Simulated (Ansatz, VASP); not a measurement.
**MgCd2O3: VASP beside Ansatz**

File INCAR:

```
ALGO = Normal
EDIFF = 1E-7
ENCUT = 520
GGA = PE
ISIF = 2
ISMEAR = 0
ISPIN = 2
LASPH = T
LCHARG = T
LELF = T
LORBIT = 11
LREAL = F
LVHAR = T
LWAVE = F
MAGMOM = 0 0 0 1 1 1
NBANDS = 35
NELM = 150
PREC = Accurate
SIGMA = 0.1
```

The input KPOINTS:

```
k-points
0
Gamma
  6 6 4
```

Contents of POSCAR:

```
MgCd2O3
1.0
    5.2487574900      0.0000000000      0.0000000000
   -2.6243787500      4.5455573300      0.0000000000
    0.0000000000      0.0000000000      3.9443814400
Mg Cd O
1 2 3
Direct
    0.0000000000      0.0000000000      0.0000000000
    0.6666666700      0.3333333300      0.0000000000
    0.3333333300      0.6666666700      0.0000000000
    0.5000000000      0.0000000000      0.5000000000
    0.5000000000      0.5000000000      0.5000000000
    0.0000000000      0.5000000000      0.5000000000
```

Input for Ansatz:

```yaml
crystal:
  lattice:
    - [5.24875749, 0.0, 0.0]
    - [-2.62437875, 4.54555733, 0.0]
    - [0.0, 0.0, 3.94438144]
  atoms:
    - { symbol: Mg, position: [0.0, 0.0, 0.0] }
    - { symbol: Cd, position: [0.66666667, 0.33333333, 0.0] }
    - { symbol: Cd, position: [0.33333333, 0.66666667, 0.0] }
    - { symbol: O, position: [0.5, 0.0, 0.5], spin: 1.0 }
    - { symbol: O, position: [0.5, 0.5, 0.5], spin: 1.0 }
    - { symbol: O, position: [0.0, 0.5, 0.5], spin: 1.0 }
basis:
  ecutwfc: 420
kpoints:
  mp_grid: { grid: [6, 6, 4] }
hamiltonian:
  xc: pbe
scf:
  occupations: { method: gaussian, width: 0.1 }
  lower_state_search: "off"
output:
  forces: true
  stress: true
  eigenvalues: true
  populations: true
magnetization:
  spin_polarized: true
```

Change from the starting cell: species swapped into the PrAl3Ni2 type (P6/mmm, No. 191).

Alike in both runs: task single point; functional PBE; k mesh 6 × 6 × 4; occupations gaussian, width 0.1 eV; collinear spin.

|  | VASP | Ansatz |
| --- | --- | --- |
| version | VASP 6.6.1 | Ansatz 0.2.0 |
| potentials or method | VASP PAW PBE potentials, release 64 (Mg, Cd, O), cutoff 520 eV | scalar-relativistic, plane waves, PAW |
| valence electrons in the cell | 44 | 68 |

```tsv
	VASP	Ansatz	Ansatz less VASP
gap on the k mesh at the Fermi level (eV)	none	none	-
pressure (GPa)	-4.3	-4.7	-0.39
traceless stress, the component that is largest in VASP (GPa)	-20.68	-21.09	-0.410
net moment per atom (μB)	0.32	0.32	-0.002
size of the moment on the site where the two differ most (μB)	0.50	0.57	+0.070
```

Site moments also hang on the region over which each program counts them. A gap of «none» marks a metal or a gap that the smearing closes. VASP's potentials hold 44 valence electrons a cell and Ansatz's 68, so a difference there can come from the potentials and not from the codes.

The k mesh is coarse, so the values compare programs but aren't converged.
